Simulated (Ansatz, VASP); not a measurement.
## One calculation of Fe, two programs

Contents of INCAR:

```
SYSTEM = Fe
PREC = Accurate ; ENCUT = 520
EDIFF = 1E-6 ; ISMEAR = -1
SIGMA = 0.1 ; LREAL = .FALSE.
LASPH = .TRUE. ; NELM = 100
ALGO = Normal ; ISIF = 2
LWAVE = .FALSE. ; LCHARG = .FALSE.
GGA = RE ; NBANDS = 19
```

The input KPOINTS:

```
Automatic mesh
0
G
  11 11 14
  0 0 0
```

POSCAR

```
Fe
1.0
    3.8262617059      0.0000000000      0.0000000000
   -1.9131308529      3.3136398388      0.0000000000
    0.0000000000      0.0000000000      2.4049412457
Fe
3
Direct
    0.0000000000      0.0000000000      0.0000000000
    0.3333333333      0.6666666667      0.5000000000
    0.6666666667      0.3333333333      0.5000000000
```

Input for Ansatz:

```yaml
crystal:
  lattice:
    - [3.8262617059, 0.0, 0.0]
    - [-1.9131308529, 3.3136398388, 0.0]
    - [0.0, 0.0, 2.4049412457]
  atoms:
    - { symbol: Fe, position: [0.0, 0.0, 0.0] }
    - { symbol: Fe, position: [0.3333333333, 0.6666666667, 0.5] }
    - { symbol: Fe, position: [0.6666666667, 0.3333333333, 0.5] }
hamiltonian:
  xc: revpbe
  pseudopotentials:
    kind: paw
    azcp:
      Fe: "pseudopotentials/Fe.paw.azcp"
basis:
  ecutwfc: 420
  fft_grid_basis: typed
kpoints:
  mp_grid: { grid: [11, 11, 14], shift: [0, 0, 0] }
magnetization:
  spin_polarized: false
scf:
  occupations: { method: fermi_dirac, width: 0.1 }
  lower_state_search: "off"
output:
  stress: true
```

Alike in both runs: task single point; functional revPBE; k mesh 11 × 11 × 14; occupations fermi-dirac, width 0.1 eV; no spin polarisation.

```csv
,VASP,Ansatz
version,VASP 6.6.1,Ansatz 0.2.0
potentials or method,"VASP PAW PBE potentials, release 64 (Fe), cutoff 520 eV","plane waves (420 eV) with PAW, scalar-relativistic"
valence electrons in the cell,24,48
```

|  | VASP | Ansatz | Ansatz less VASP |
| --- | --- | --- | --- |
| pressure (GPa) | 11.0 | 11.7 | +0.68 |
| traceless stress, the component that is largest in VASP (GPa) | -0.90 | -1.01 | -0.115 |

VASP's potentials were made for PBE, not for revPBE. The functional is the same, so the differences come from potentials, cutoffs and numerics. VASP's potentials hold 24 valence electrons a cell and Ansatz's 48, so a difference there can come from the potentials and not from the codes.
